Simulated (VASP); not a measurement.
Set up this calculation in VASP 6.6.1, as the native input.

| Item | Value |
| --- | --- |
| Task | single point |
| Functional | PBE |
| Potentials or basis | VASP PAW PBE potentials, release 64 (Zn, Sn_d, N) |
| Cutoff | 520 eV |
| k mesh | 8 × 8 × 4 |
| Occupations | gaussian, width 0.1 eV |
| Spin | no spin polarisation |
| Dipole correction | no |
| Further INCAR settings | ALGO = Normal; EDIFF = 1e-06; NBANDS = 60 |

The structure of Zn2Sn5N lies in POSCAR:

```
Zn2Sn5N
1.0
    3.8805053476      0.0000000000      0.0000000000
    0.0000000000      3.8805053476      0.0000000000
    0.0000000000      0.0000000000     12.4492386150
Zn Sn N
2 5 1
Direct
    0.0000000000      0.5000000000      0.0000000000
    0.5000000000      0.0000000000      0.0000000000
    0.0000000000      0.0000000000      0.3486750715
    0.0000000000      0.0000000000      0.6513249285
    0.5000000000      0.5000000000      0.7818546334
    0.5000000000      0.5000000000      0.2181453666
    0.5000000000      0.5000000000      0.5000000000
    0.0000000000      0.0000000000      0.0000000000
```

The input as run:

INCAR

```
SYSTEM = Zn2Sn5N
PREC = Accurate
ENCUT = 520
EDIFF = 1E-6
ISMEAR = 0
SIGMA = 0.1
LREAL = .FALSE.
LASPH = .TRUE.
NELM = 80
ALGO = Normal
ISIF = 2
LWAVE = .FALSE.
LCHARG = .TRUE.
GGA = PE
LELF = .TRUE.
LVHAR = .TRUE.
NBANDS = 60
```

KPOINTS

```
regular mesh
0
G
  8 8 4
  0 0 0
```

Potentials or basis: VASP PAW PBE potentials, release 64 (Zn, Sn_d, N).

Launch:

```bash
$ cat potpaw_PBE.64/Zn/POTCAR potpaw_PBE.64/Sn_d/POTCAR potpaw_PBE.64/N/POTCAR > POTCAR
$ mpirun -np 1 vasp_std > vasp.out
```

Results of the run:

```
Pressure               : 0.1 GPa
Band gap on the k mesh : zero (an odd number of electrons rules out a gap without spin polarisation)
```

Caveat: spin-orbit coupling is left out, which moves the levels of the heavy elements.

It took 12 min on 1 thread of Intel(R) Xeon(R) Platinum 8259CL CPU @ 2.50GHz (Skylake/Cascade Lake), on a shared host, peak memory 0.52 GiB.
